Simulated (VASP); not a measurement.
Here is a VASP 6.6.1 calculation.

Contents of INCAR:

```
SYSTEM = GaN
ALGO = Normal
EDIFF = 1E-6
ENCUT = 520
GGA = PE
GGA_COMPAT = .False.
ISIF = 2
ISMEAR = -1
LASPH = .True.
LCHARG = .False.
LORBIT = 11
LORBMOM = .True.
LREAL = .False.
LSORBIT = .True.
LWAVE = .False.
MAGMOM = 0 0 0 0 0 0
NBANDS = 30
NELM = 150
PREC = Accurate
SIGMA = 0.05
```

Contents of KPOINTS:

```
k-points
0
Gamma
  7 7 7
  0 0 0
```

File POSCAR:

```
GaN
1.0
    0.0000000000      2.2535006075      2.2535006075
    2.2535006075      0.0000000000      2.2535006075
    2.2535006075      2.2535006075      0.0000000000
Ga N
1 1
Direct
    0.0000000000      0.0000000000      0.0000000000
    0.2500000000      0.2500000000      0.2500000000
```

Potentials or basis: VASP PAW PBE potentials, release 64 (Ga_d, N).

Run with:

```console
$ cat potpaw_PBE.64/Ga_d/POTCAR potpaw_PBE.64/N/POTCAR > POTCAR
$ mpirun -np 1 vasp_ncl > vasp.out
```

Q: What does it give for the net moment?

A: 0.00 μB per cell.

Q: What does it give for the pressure?

A: 5.0 GPa.

Moments on the atoms (μB; x, y, z):
```
Ga  0.00 0.00 0.00
N   0.00 0.00 0.00
```
